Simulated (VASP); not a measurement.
# Ir (Fm-3m) in VASP: single point with LDA

Aim: the single point of Ir with LDA.

Program: VASP 6.6.1. These are calculated values, not measurements. Logs are shortened: lines on timing, memory, paths and dates and some standing lists are left out, and cuts for length are marked.

### 1 The cell of the first run

It takes space group Fm-3m (No. 225, cubic). Conventional cell: a = 3.811 Å, b = 3.811 Å, c = 3.811 Å, α = 90.00°, β = 90.00°, γ = 90.00°. Within 3.6 Å of Ir (site symmetry m-3m) lie 12 Ir at 2.69 Å.

### 2 Single point, LDA

INCAR

```
SYSTEM = Ir
PREC     = Accurate       ! precision mode
ENCUT    = 560            ! plane-wave cutoff, eV
EDIFF    = 1E-6           ! SCF threshold, eV
ISMEAR   = 0              ! smearing method
SIGMA    = 0.1            ! smearing width, eV
LREAL    = .FALSE.        ! projectors in reciprocal space
LASPH    = .TRUE.         ! aspherical terms in the spheres
NELM     = 120            ! most SCF steps
ALGO     = Normal         ! electronic algorithm
ISIF     = 2              ! what is computed and relaxed
LWAVE    = .FALSE.        ! write WAVECAR
LCHARG   = .TRUE.         ! write CHGCAR
LELF     = .TRUE.         ! ELF
LVHAR    = .TRUE.       
NBANDS   = 14             ! bands
GGA_COMPAT= .FALSE.
```

KPOINTS

```
regular mesh
0
G
  10 10 10
  0 0 0
```

POSCAR

```
Ir
1.0
    0.0000000000      1.9055724189      1.9055724189
    1.9055724189      0.0000000000      1.9055724189
    1.9055724189      1.9055724189      0.0000000000
Ir
1
Direct
    0.0000000000      0.0000000000      0.0000000000
```

Potentials or basis: VASP PAW LDA potentials, release 64 (Ir_sv_GW).

On the command line:

```sh
$ cat potpaw_LDA.64/Ir_sv_GW/POTCAR > POTCAR
$ mpirun -np 1 vasp_std > vasp.out
```

OUTCAR:

```text
SYSTEM = Ir
   PREC = Accurate
   ENCUT = 560
   EDIFF = 1E-6
   ISMEAR = 0
   LREAL = .FALSE.
   LASPH = .TRUE.
   NELM = 120
   ISIF = 2

 ion  position               nearest neighbor table
   1  0.000  0.000  0.000-

  LATTYP: Found a face centered cubic cell.
 ALAT       =     3.8111448378

  Lattice vectors:

 A1 = (   0.0000000000,   1.9055724189,   1.9055724189)
 A2 = (   1.9055724189,   0.0000000000,   1.9055724189)
 A3 = (   1.9055724189,   1.9055724189,   0.0000000000)

Analysis of symmetry for initial positions (statically):
=====================================================================
 Subroutine PRICEL returns:
 Original cell was already a primitive cell.

 Routine SETGRP: Setting up the symmetry group for a
 face centered cubic supercell.

 Subroutine GETGRP returns: Found 48 space group operations
 (whereof 48 operations were pure point group operations)
 out of a pool of 48 trial point group operations.

The static configuration has the point symmetry O_h .

Analysis of symmetry for dynamics (positions and initial velocities):
=====================================================================
 Subroutine PRICEL returns:
 Original cell was already a primitive cell.

 Routine SETGRP: Setting up the symmetry group for a
 face centered cubic supercell.

 Subroutine GETGRP returns: Found 48 space group operations
 (whereof 48 operations were pure point group operations)
 out of a pool of 48 trial point group operations.

The dynamic configuration has the point symmetry O_h .

 Subroutine INISYM returns: Found 48 space group operations
 (whereof 48 operations are pure point group operations),
 and found     1 'primitive' translations

----------------------------------------------------------------------------------------

                                     Primitive cell

  volume of cell :      13.8391

  direct lattice vectors                    reciprocal lattice vectors
     0.000000000  1.905572419  1.905572419    -0.262388349  0.262388349  0.262388349
     1.905572419  0.000000000  1.905572419     0.262388349 -0.262388349  0.262388349
     1.905572419  1.905572419  0.000000000     0.262388349  0.262388349 -0.262388349

  length of vectors
     2.694886359  2.694886359  2.694886359     0.454469951  0.454469951  0.454469951

  position of ions in fractional coordinates (direct lattice)
     0.000000000  0.000000000  0.000000000

  ion indices of the primitive-cell ions
   primitive index   ion index
                 1           1

----------------------------------------------------------------------------------------

 KPOINTS: regular mesh

Automatic generation of k-mesh.
 Grid dimensions read from file:
 generate k-points for:   10   10   10

 Generating k-lattice:

  Cartesian coordinates                     Fractional coordinates (reciprocal lattice)
    -0.026238835  0.026238835  0.026238835     0.100000000  0.000000000  0.000000000
     0.026238835 -0.026238835  0.026238835     0.000000000  0.100000000  0.000000000
     0.026238835  0.026238835 -0.026238835     0.000000000  0.000000000  0.100000000

  Length of vectors
     0.045446995  0.045446995  0.045446995

  Shift w.r.t. Gamma in fractional coordinates (k-lattice)
     0.000000000  0.000000000  0.000000000

 Subroutine IBZKPT returns following result:
 ===========================================

 Found     47 irreducible k-points:

 Following reciprocal coordinates:
            Coordinates               Weight
  0.000000  0.000000  0.000000      1.000000
  0.100000  0.000000  0.000000      8.000000
  0.200000  0.000000  0.000000      8.000000
  0.300000  0.000000  0.000000      8.000000
  0.400000  0.000000  0.000000      8.000000
  0.500000  0.000000  0.000000      4.000000
[... 16 lines left out ...]
  0.300000  0.300000  0.000000      6.000000
  0.400000  0.300000  0.000000     24.000000
 [... further k-points ...]
   k-points           NKPTS =     47   k-points in BZ     NKDIM =     47   number of bands    NBANDS=     14
   number of dos      NEDOS =    301   number of ions     NIONS =      1
   total plane-waves  NPLWV =  13824
   dimension x,y,z NGX =    24 NGY =   24 NGZ =   24
   dimension x,y,z NGXF=    48 NGYF=   48 NGZF=   48
   ions per type =               1
   NGX,Y,Z   is equivalent  to a cutoff of  14.81, 14.81, 14.81 a.u.
   NGXF,Y,Z  is equivalent  to a cutoff of  29.61, 29.61, 29.61 a.u.
 SYSTEM =  Ir
   PREC   = accura    normal or accurate (medium, high low for compatibility)
   ISTART =      0    job   : 0-new  1-cont  2-samecut
   ICHARG =      2    charge: 1-file 2-atom 10-const
   ISPIN  =      1    spin polarized calculation?
   LNONCOLLINEAR =      F non collinear calculations
   LSORBIT =      F    spin-orbit coupling
   LASPH  =      T    aspherical Exc in radial PAW
   ENCUT  =  560.0 eV  41.16 Ry    6.42 a.u.   5.20  5.20  5.20*2*pi/ulx,y,z
   NELM   =    120;   NELMIN=  2; NELMDL= -5     # of ELM steps
   EDIFF  = 0.1E-05   stopping-criterion for ELM
   LREAL  =      F    real-space projection
   EDIFFG = 0.1E-04   stopping-criterion for IOM
   NSW    =      0    number of steps for IOM
   IBRION =     -1    ionic relax: 0-MD 1-quasi-New 2-CG
   NFREE  =      0    steps in history (QN), initial steepest desc. (CG)
   ISIF   =      2    stress and relaxation
   ISYM   =      2    0-nonsym 1-usesym 2-fastsym
   POTIM  = 0.5000    time-step for ionic-motion
   TEBEG  =    0.0;   TEEND  =   0.0 temperature during run
   PSTRESS=    0.0 pullay stress
   NELECT =      17.0000    total number of electrons
   NUPDOWN=      -1.0000    fix difference up-down
   EMIN   =  10.00;   EMAX   =-10.00  energy-range for DOS
   EFERMI =   0.00;   METHOD = LEGACY
   ISMEAR =     0;   SIGMA  =   0.10  broadening in eV -4-tet -1-fermi 0-gaus
   EFERMI_NEDOS =   21; number of points for ismear=-14 and -15
   IALGO  =     38    algorithm
   IMIX   =      4    mixing-type and parameters
     AMIX     =   0.40;   BMIX     =  1.00
     AMIX_MAG =   1.60;   BMIX_MAG =  1.00
  volume/ion in A,a.u.               =      13.84        93.39
  Fermi-wavevector in a.u.,A,eV,Ry     =   1.753298  3.313252 41.825031  3.074053
  Thomas-Fermi vector in A             =   2.823461
   LORBIT       =      0    0 simple, 1 ext, 2 COOP (PROOUT), +10 PAW based schemes
   GGA     = CA    functional components
   LHFCALC =     F    Hartree Fock is set to
   AEXX    =    0.0000 exact exchange contribution
   IVDW    =     0    specifies the selected vdW correction
   LEPSILON=     F    determine dielectric tensor
   LRPA    =     F    only Hartree local field effects (RPA)
 non-spin polarized calculation
 Gauss-broadening in eV      SIGMA  =   0.10
  energy-cutoff  :      560.00
  volume of cell :       13.84
 maximum number of plane-waves:       444
 NGX is ok and might be reduce to    24
   NGX = 11   NGY = 11   NGZ = 11

 number of electron      17.0000000 magnetization

 Free energy of the ion-electron system (eV)
  ---------------------------------------------------
  ext. energy  EPLUGINS =         0.00000000
  ---------------------------------------------------
  free energy    TOTEN  =       -10.91133616 eV

  energy without entropy =      -10.90566678  energy(sigma->0) =      -10.90850147

 E-fermi :  13.1688     XC(G=0): -14.9252

 val. band max:       13.1413850116   @ k =  -0.3000   0.3000   0.1000
 cond. band min:      13.1933112675   @ k =  -0.4000   0.5000   0.1000
 fundamental gap:      0.0519262559
 Fermi energy:        13.1688154232

 k-point     1 :       0.0000    0.0000    0.0000
  band No.  band energies     occupation
      1     -79.5148      2.00000
      2     -36.1548      2.00000
      3     -36.1548      2.00000
      4     -36.1548      2.00000
      5       1.7701      2.00000
      6       9.0485      2.00000
      7       9.0485      2.00000
      8       9.0485      2.00000
      9      11.8732      2.00000
     10      11.8732      2.00000
     11      26.6680      0.00000
     12      32.2732      0.00000
     13      32.2732      0.00000
     14      32.2732      0.00000

 k-point     2 :       0.1000    0.0000    0.0000
  band No.  band energies     occupation
      1     -79.5080      2.00000
      2     -36.2411      2.00000
      3     -36.1665      2.00000
      4     -36.1665      2.00000
      5       2.2210      2.00000
      6       8.8190      2.00000
      7       9.2346      2.00000
      8       9.2346      2.00000
      9      11.7574      2.00000
     10      11.7574      2.00000
     11      27.4411      0.00000
     12      30.5978      0.00000
     13      33.0403      0.00000
     14      33.0403      0.00000

 k-point     3 :       0.2000    0.0000    0.0000
  band No.  band energies     occupation
      1     -79.4891      2.00000
      2     -36.4618      2.00000
      3     -36.1969      2.00000
      4     -36.1969      2.00000
      5       3.3820      2.00000
      6       8.4745      2.00000
      7       9.5223      2.00000
      8       9.5223      2.00000
      9      11.7638      2.00000
     10      11.7638      2.00000
     11      27.8529      0.00000
     12      29.2772      0.00000
     13      35.1534      0.00000
     14      35.1534      0.00000
[... 324 lines left out ...]
 k-point    23 :       0.3000    0.3000    0.0000
  band No.  band energies     occupation
      1     -79.4510      2.00000
      2     -36.7029      2.00000
      3     -36.3663      2.00000
      4     -36.3663      2.00000
      5       5.3104      2.00000
      6       6.4955      2.00000
      7      10.2655      2.00000
      8      11.9533      2.00000
      9      11.9533      2.00000
     10      13.2047      0.61185
     11      29.5537      0.00000
     12      29.5537      0.00000
     13      30.7952      0.00000
     14      33.9914      0.00000

 k-point    24 :       0.4000    0.3000    0.0000
  band No.  band energies     occupation
      1     -79.4356      2.00000
      2     -36.8169      2.00000
      3     -36.4287      2.00000
      4     -36.4016      2.00000
      5       5.5748      2.00000
      6       6.2764      2.00000
      7      10.3677      2.00000
      8      12.1954      2.00000
      9      13.9152      0.00000
     10      13.9391      0.00000
     11      26.0099      0.00000
     12      28.1865      0.00000
     13      29.3562      0.00000
     14      34.2714      0.00000

 [... further k-points ...]

------------------------ aborting loop because EDIFF is reached ----------------------------------------

  FORCE on cell =-STRESS in cart. coord.  units (eV):
  Direction    XX          YY          ZZ          XY          YZ          ZX
  --------------------------------------------------------------------------------------
  -------------------------------------------------------------------------------------
  Total       -0.0299550     -0.0299550     -0.0299550      0.0000000      0.0000000     -0.0000000
  in kB       -3.4679518     -3.4679518     -3.4679518      0.0000000      0.0000000     -0.0000000
  external PRESSURE =      -3.4679518 kB  Pullay stress =       0.0000000 kB

 VOLUME and BASIS-vectors are now :
 -----------------------------------------------------------------------------
  energy-cutoff  :      560.00
  volume of cell :       13.84
      direct lattice vectors                 reciprocal lattice vectors
     0.000000000  1.905572419  1.905572419    -0.262388349  0.262388349  0.262388349
     1.905572419  0.000000000  1.905572419     0.262388349 -0.262388349  0.262388349
     1.905572419  1.905572419  0.000000000     0.262388349  0.262388349 -0.262388349

 POSITION                                       TOTAL-FORCE (eV/Angst)
 -----------------------------------------------------------------------------------
      0.00000      0.00000      0.00000         0.000000     -0.000000     -0.000000
 -----------------------------------------------------------------------------------
    total drift:                                0.000000      0.000000      0.000000

  FREE ENERGIE OF THE ION-ELECTRON SYSTEM (eV)
  ---------------------------------------------------
  free  energy   TOTEN  =       -10.9113361640 eV

  energy  without entropy=      -10.9056667838  energy(sigma->0) =      -10.90850147
```

Wall time 6.8 s (1 thread of Intel Xeon Platinum 8488C (Sapphire Rapids), shared host); peak memory 0.14 GiB.

What came out:

```yaml
Free_energy: -10.9113 eV
Pressure: -0.3 GPa
Band_gap_on_the_k_mesh: zero (an odd number of electrons rules out a gap without spin polarisation)
```

Caveat: spin-orbit coupling is left out, which moves the levels of the heavy elements.

The gap in the log of VASP goes by the Fermi energy; the results here count the filled bands.